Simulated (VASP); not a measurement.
# SnPbSe2 (R-3m) in VASP: further runs

SnPbSe2 is run at these levels: LDA; tasks: single point.

All numbers are computed with VASP 6.6.1; they aren't measurements. Logs are shortened: lines on timing, memory, paths and dates and some standing lists are left out, and cuts for length are marked.

### Step 1. The cell of the first run

It takes space group R-3m (No. 166, trigonal). Conventional cell: a = 4.329 Å, b = 4.329 Å, c = 21.204 Å, α = 90.00°, β = 90.00°, γ = 120.00°. Sn (site symmetry -3m) has 6 Se at 3.03 Å within 4.0 Å. Pb (site symmetry -3m) has 6 Se at 3.09 Å within 4.1 Å. Se (site symmetry 3m) has 3 Sn at 3.03 Å and 3 Pb at 3.09 Å within 4.0 Å.

### Step 2. Single point, LDA

INCAR reads:

```
SYSTEM = SnPbSe2
  PREC = Accurate
  ENCUT = 520
  EDIFF = 1E-6
  ISMEAR = 0
  SIGMA = 0.01
  LREAL = .False.
  LASPH = .True.
  NELM = 100
  ALGO = Normal
  ISIF = 2
  LWAVE = .False.
  LCHARG = .True.
  LELF = .True.
  LVHAR = .True.
  NBANDS = 28
```

KPOINTS reads:

```
regular mesh
0
Gamma
  6 6 6
  0 0 0
```

POSCAR reads:

```
SnPbSe2
1.0
    2.1644771955      1.2496579706      7.0681245573
   -2.1644771955      1.2496579706      7.0681245573
    0.0000000000     -2.4993259744      7.0681245573
Sn Pb Se
1 1 2
Direct
    0.5000000000      0.5000000000      0.5000000000
    0.0000000000      0.0000000000      0.0000000000
    0.7525600000      0.7525600000      0.7525600000
    0.2474400000      0.2474400000      0.2474400000
```

Potentials or basis: VASP PAW LDA potentials, release 64 (Sn_d, Pb_d, Se).

Started as:

```bash
$ cat potpaw_LDA.64/Sn_d/POTCAR potpaw_LDA.64/Pb_d/POTCAR potpaw_LDA.64/Se/POTCAR > POTCAR
$ mpirun -np 1 vasp_std > vasp.out
```

OUTCAR:

```text
SYSTEM = SnPbSe2
   PREC = Accurate
   ENCUT = 520
   EDIFF = 1E-6
   ISMEAR = 0
   LREAL = .False.
   LASPH = .True.
   NELM = 100
   ISIF = 2

 ion  position               nearest neighbor table
   1  0.500  0.500  0.500-   4 3.03   4 3.03   3 3.03   3 3.03   4 3.03   3 3.03
   2  0.000  0.000  0.000-   3 3.09   3 3.09   4 3.09   4 3.09   3 3.09   4 3.09
   3  0.753  0.753  0.753-   1 3.03   1 3.03   1 3.03   2 3.09   2 3.09   2 3.09
   4  0.247  0.247  0.247-   1 3.03   1 3.03   1 3.03   2 3.09   2 3.09   2 3.09

  LATTYP: Found a trigonal (rhomboedric) cell.
 ALAT       =     7.4969988216
 COS(alpha) =     0.8332901965

  Lattice vectors:

 A1 = (   2.1644771955,   1.2496579706,   7.0681245573)
 A2 = (  -2.1644771955,   1.2496579706,   7.0681245573)
 A3 = (   0.0000000000,  -2.4993259744,   7.0681245573)

Analysis of symmetry for initial positions (statically):
=====================================================================
 Subroutine PRICEL returns:
 Original cell was already a primitive cell.

 Routine SETGRP: Setting up the symmetry group for a
 trigonal (rhombohedral) supercell.

 Subroutine GETGRP returns: Found 12 space group operations
 (whereof 12 operations were pure point group operations)
 out of a pool of 12 trial point group operations.

The static configuration has the point symmetry D_3d.

Analysis of symmetry for dynamics (positions and initial velocities):
=====================================================================
 Subroutine PRICEL returns:
 Original cell was already a primitive cell.

 Routine SETGRP: Setting up the symmetry group for a
 trigonal (rhombohedral) supercell.

 Subroutine GETGRP returns: Found 12 space group operations
 (whereof 12 operations were pure point group operations)
 out of a pool of 12 trial point group operations.

The dynamic configuration has the point symmetry D_3d.

 Subroutine INISYM returns: Found 12 space group operations
 (whereof 12 operations are pure point group operations),
 and found     1 'primitive' translations

----------------------------------------------------------------------------------------

                                     Primitive cell

  volume of cell :     114.7099

  direct lattice vectors                    reciprocal lattice vectors
     2.164477195  1.249657971  7.068124557     0.231002665  0.133369470  0.047160145
    -2.164477195  1.249657971  7.068124557    -0.231002665  0.133369470  0.047160145
     0.000000000 -2.499325974  7.068124557     0.000000000 -0.266738939  0.047159956

  length of vectors
[... 84 lines left out ...]
   ENCUT  =  520.0 eV  38.22 Ry    6.18 a.u.  13.94 13.94 13.94*2*pi/ulx,y,z
   NELM   =    100;   NELMIN=  2; NELMDL= -5     # of ELM steps
   EDIFF  = 0.1E-05   stopping-criterion for ELM
   LREAL  =      F    real-space projection
   EDIFFG = 0.1E-04   stopping-criterion for IOM
   NSW    =      0    number of steps for IOM
   IBRION =     -1    ionic relax: 0-MD 1-quasi-New 2-CG
   NFREE  =      0    steps in history (QN), initial steepest desc. (CG)
   ISIF   =      2    stress and relaxation
   ISYM   =      2    0-nonsym 1-usesym 2-fastsym
   POTIM  = 0.5000    time-step for ionic-motion
   TEBEG  =    0.0;   TEEND  =   0.0 temperature during run
   PSTRESS=    0.0 pullay stress
   NELECT =      40.0000    total number of electrons
   NUPDOWN=      -1.0000    fix difference up-down
   EMIN   =  10.00;   EMAX   =-10.00  energy-range for DOS
   EFERMI =   0.00;   METHOD = LEGACY
   ISMEAR =     0;   SIGMA  =   0.01  broadening in eV -4-tet -1-fermi 0-gaus
   EFERMI_NEDOS =   21; number of points for ismear=-14 and -15
   IALGO  =     38    algorithm
   IMIX   =      4    mixing-type and parameters
     AMIX     =   0.40;   BMIX     =  1.00
     AMIX_MAG =   1.60;   BMIX_MAG =  1.00
  volume/ion in A,a.u.               =      28.68       193.53
  Fermi-wavevector in a.u.,A,eV,Ry     =   1.152289  2.177510 18.065392  1.327769
  Thomas-Fermi vector in A             =   2.288941
   LORBIT       =      0    0 simple, 1 ext, 2 COOP (PROOUT), +10 PAW based schemes
   GGA     = CA    functional components
   LHFCALC =     F    Hartree Fock is set to
   AEXX    =    0.0000 exact exchange contribution
   IVDW    =     0    specifies the selected vdW correction
   LEPSILON=     F    determine dielectric tensor
   LRPA    =     F    only Hartree local field effects (RPA)
 non-spin polarized calculation
 Gauss-broadening in eV      SIGMA  =   0.01
  energy-cutoff  :      520.00
  volume of cell :      114.71
 maximum number of plane-waves:      3110
   NGX = 27   NGY = 27   NGZ = 27

 number of electron      40.0000006 magnetization

 Free energy of the ion-electron system (eV)
  ---------------------------------------------------
  ext. energy  EPLUGINS =         0.00000000
  ---------------------------------------------------
  free energy    TOTEN  =       -18.85383117 eV

  energy without entropy =      -18.85383117  energy(sigma->0) =      -18.85383117

 E-fermi :   5.0028     XC(G=0):  -9.7548

 val. band max:        4.9363272714   @ k =   0.0000   0.0000   0.0000
 cond. band min:       5.0629195801   @ k =   0.0000   0.0000   0.0000
 fundamental gap:      0.1265923087
 Fermi energy:         5.0028026833

 k-point     1 :       0.0000    0.0000    0.0000
  band No.  band energies     occupation
      1     -16.5083      2.00000
      2     -16.5083      2.00000
      3     -16.5037      2.00000
      4     -16.4986      2.00000
      5     -16.4986      2.00000
      6     -12.0134      2.00000
[... 733 lines left out ...]
     27      10.0792      0.00000
     28      11.5741      0.00000

 [... further k-points ...]
[... 5 lines left out ...]
  --------------------------------------------------------------------------------------
  -------------------------------------------------------------------------------------
  Total       -2.7766477     -2.7766469     -2.7443558      0.0000000      0.0000013      0.0000000
  in kB      -38.7820340    -38.7820230    -38.3310063      0.0000000      0.0000181      0.0000000
  external PRESSURE =     -38.6316877 kB  Pullay stress =       0.0000000 kB

 VOLUME and BASIS-vectors are now :
 -----------------------------------------------------------------------------
  energy-cutoff  :      520.00
  volume of cell :      114.71
      direct lattice vectors                 reciprocal lattice vectors
     2.164477195  1.249657971  7.068124557     0.231002665  0.133369470  0.047160145
    -2.164477195  1.249657971  7.068124557    -0.231002665  0.133369470  0.047160145
     0.000000000 -2.499325974  7.068124557     0.000000000 -0.266738939  0.047159956

 POSITION                                       TOTAL-FORCE (eV/Angst)
 -----------------------------------------------------------------------------------
      0.00000     -0.00001     10.60219         0.000000      0.000000     -0.000000
      0.00000      0.00000      0.00000         0.000000      0.000000      0.000000
      0.00000     -0.00001     15.95756         0.000000      0.000000     -0.008568
      0.00000     -0.00000      5.24681         0.000000     -0.000000      0.008568
 -----------------------------------------------------------------------------------
    total drift:                               -0.000000     -0.000000      0.000000

  FREE ENERGIE OF THE ION-ELECTRON SYSTEM (eV)
  ---------------------------------------------------
  free  energy   TOTEN  =       -18.8538311736 eV

  energy  without entropy=      -18.8538311736  energy(sigma->0) =      -18.85383117
```

OSZICAR:

```text
N       E                     dE             d eps       ncg     rms          rms(c)
DAV:   1     0.388599579105E+03    0.38860E+03   -0.18585E+04  1808   0.163E+03
DAV:   2     0.317930128295E+02   -0.35681E+03   -0.34649E+03  1812   0.440E+02
DAV:   3    -0.169655232089E+02   -0.48759E+02   -0.47837E+02  2296   0.160E+02
DAV:   4    -0.192832312903E+02   -0.23177E+01   -0.23088E+01  2104   0.366E+01
DAV:   5    -0.193578234771E+02   -0.74592E-01   -0.74581E-01  2548   0.722E+00    0.402E+00
DAV:   6    -0.188682187200E+02    0.48960E+00   -0.12031E+00  2472   0.619E+00    0.238E+00
DAV:   7    -0.188577429799E+02    0.10476E-01   -0.19463E-01  2012   0.173E+00    0.124E+00
DAV:   8    -0.188543503623E+02    0.33926E-02   -0.19213E-02  2108   0.106E+00    0.130E-01
DAV:   9    -0.188537953275E+02    0.55503E-03   -0.31056E-03  2472   0.381E-01    0.566E-02
DAV:  10    -0.188538314815E+02   -0.36154E-04   -0.24765E-04  2168   0.778E-02    0.206E-02
DAV:  11    -0.188538312052E+02    0.27628E-06   -0.21910E-05  2512   0.333E-02    0.461E-03
DAV:  12    -0.188538311736E+02    0.31615E-07   -0.13132E-06  1276   0.991E-03
   1 F= -.18853831E+02 E0= -.18853831E+02  d E =-.526675E-20
```

Wall time 4.6 min (1 thread of Intel Xeon Platinum 8375C at 2.90GHz (Ice Lake), shared host); peak memory 0.38 GiB.

What came out:

```
Free energy            : -18.8538 eV
Pressure               : -3.9 GPa
Largest force          : 0.009 eV/Å
Band gap on the k mesh : 0.13 eV, direct
```

Forces on the atoms (eV/Å):
```
Sn   0.000  0.000  0.000
Pb   0.000  0.000  0.000
Se   0.000  0.000 -0.009
Se   0.000  0.000  0.009
```

Caveat: spin-orbit coupling is left out, which moves the levels of the heavy elements. A k mesh can miss the band edges.

### Step 3. Single point, LDA

This run uses another cell than the first one, of 29.53 Å³/atom, 1.030 times its volume.

INCAR reads:

```
  PREC = Accurate
  ENCUT = 520
  EDIFF = 1E-7
  ISMEAR = 0
  SIGMA = 0.01
  LREAL = False
  LASPH = True
  NELM = 80
  ALGO = Normal
  ISIF = 2
  LWAVE = False
  LCHARG = True
  LELF = True
  LVHAR = True
  NBANDS = 28
```

KPOINTS reads:

```
regular mesh
0
Gamma
  6 6 6
```

POSCAR reads:

```
SnPbSe2
1.0
    2.1856989135      1.2619103006      7.1374243153
   -2.1856989135      1.2619103006      7.1374243153
    0.0000000000     -2.5238307329      7.1374243153
Sn Pb Se
1 1 2
Direct
    0.5000000000      0.5000000000      0.5000000000
    0.0000000000      0.0000000000      0.0000000000
    0.7525600000      0.7525600000      0.7525600000
    0.2474400000      0.2474400000      0.2474400000
```

Potentials or basis: VASP PAW LDA potentials, release 64 (Sn_d, Pb_d, Se).

Started as:

```bash
$ cat potpaw_LDA.64/Sn_d/POTCAR potpaw_LDA.64/Pb_d/POTCAR potpaw_LDA.64/Se/POTCAR > POTCAR
$ mpirun -np 1 vasp_std > vasp.out
```

Run time: 5.4 min. Hardware: 1 thread of Intel Xeon Platinum 8375C at 2.90GHz (Ice Lake), shared host; peak memory 0.39 GiB.

The run converged. Its results:

* Free energy: -18.7601 eV
* Pressure: -5.0 GPa
* Largest force: 0.016 eV/Å
* Band gap on the k mesh: 0.03 eV, direct

Forces on the atoms (eV/Å):
```
Sn   0.000  0.000  0.000
Pb   0.000  0.000  0.000
Se   0.000  0.000 -0.016
Se   0.000  0.000  0.016
```

Levels at points of the mesh, in eV from the valence-band top:
| k point | band 16 | band 17 | band 18 | band 19 | band 20 | band 21 | band 22 | band 23 | band 24 | band 25 |
| --- | --- | --- | --- | --- | --- | --- | --- | --- | --- | --- |
| (0.00, 0.00, 0.00) | -1.94 | -1.93 | -1.63 | -1.63 | 0.00 | 0.03 | 1.35 | 1.35 | 4.14 | 4.15 |
| (0.50, 0.00, 0.00) | -3.55 | -2.71 | -2.57 | -2.30 | -2.00 | 2.55 | 2.56 | 3.19 | 3.25 | 4.03 |
| (0.50, 0.50, 0.00) | -3.26 | -3.25 | -1.62 | -1.62 | 0.00 | 0.05 | 1.36 | 1.36 | 3.40 | 5.01 |
| (0.50, 0.50, 0.50) | -1.84 | -1.81 | -1.81 | -1.14 | -1.10 | 1.66 | 2.15 | 2.39 | 2.39 | 2.58 |

Caveat: spin-orbit coupling is left out, which moves the levels of the heavy elements.

### Step 4. Single point, LDA

This run uses another cell than the first one, of 30.38 Å³/atom, 1.059 times its volume.

INCAR reads:

```
SYSTEM = SnPbSe2
PREC = Accurate
ENCUT = 520
EDIFF = 1E-6
ISMEAR = 0
SIGMA = 0.01
LREAL = .FALSE.
LASPH = .TRUE.
NELM = 60
ALGO = Normal
ISIF = 2
LWAVE = .FALSE.
LCHARG = .FALSE.
GGA = CA
NBANDS = 28
```

KPOINTS reads:

```
Automatic mesh
0
G
  6 6 6
  0 0 0
```

POSCAR reads:

```
SnPbSe2
1.0
    2.2065163465      1.2739292173      7.2054038763
   -2.2065163465      1.2739292173      7.2054038763
    0.0000000000     -2.5478686628      7.2054038763
Sn Pb Se
1 1 2
Direct
    0.5000000000      0.5000000000      0.5000000000
    0.0000000000      0.0000000000      0.0000000000
    0.7525600000      0.7525600000      0.7525600000
    0.2474400000      0.2474400000      0.2474400000
```

Started as:

```bash
$ cat potpaw_LDA.64/Sn_d/POTCAR potpaw_LDA.64/Pb_d/POTCAR potpaw_LDA.64/Se/POTCAR > POTCAR
$ mpirun -np 1 vasp_std > vasp.out
```

It took 5.3 min on 1 thread of Intel Xeon Platinum 8375C at 2.90GHz (Ice Lake), shared host; peak memory 0.43 GiB.

It converged, with:

```yaml
Free_energy: -18.6458 eV
Pressure: -5.8 GPa
Largest_force: 0.026 eV/Å
Band_gap_on_the_k_mesh: 0.03 eV, direct
```

Forces on the atoms (eV/Å):
```
Sn   0.000  0.000  0.000
Pb   0.000  0.000  0.000
Se   0.000  0.000 -0.026
Se   0.000  0.000  0.026
```

Levels at points of the mesh, in eV from the valence-band top:
```csv
k point,band 16,band 17,band 18,band 19,band 20,band 21,band 22,band 23,band 24,band 25
"(0.00, 0.00, 0.00)",-1.84,-1.84,-1.54,-1.54,-0.03,0.03,1.37,1.37,4.05,4.06
"(0.50, 0.00, 0.00)",-3.40,-2.58,-2.45,-2.22,-1.94,2.51,2.53,3.14,3.20,3.93
"(0.50, 0.50, 0.00)",-3.12,-3.11,-1.53,-1.53,0.00,0.03,1.38,1.38,3.49,4.88
"(0.50, 0.50, 0.50)",-1.74,-1.72,-1.72,-1.12,-1.08,1.64,2.11,2.38,2.38,2.56
```

Caveat: spin-orbit coupling is left out, which moves the levels of the heavy elements.

### Step 5. The runs side by side

| cell | gap on the mesh (eV) | pressure (GPa) | largest force (eV/Å) |
| --- | --- | --- | --- |
| a = 7.497 Å, angles 33.6°, 4 atoms | 0.13 | -3.9 | 0.01 |
| a = 7.571 Å, angles 33.6°, 4 atoms | 0.03 | -5.0 | 0.02 |
| a = 7.643 Å, angles 33.6°, 4 atoms | 0.03 | -5.8 | 0.03 |

Alike in all rows: task single point; level LDA; potentials or basis VASP PAW LDA potentials, release 64 (Sn_d, Pb_d, Se); no spin polarisation; k mesh 6 × 6 × 6; cutoff (eV) 520; smearing gaussian 0.01 eV.

Caveats: spin-orbit coupling is left out, which moves the levels of the heavy elements.

Absolute energies hang on the potentials; compare differences alone.
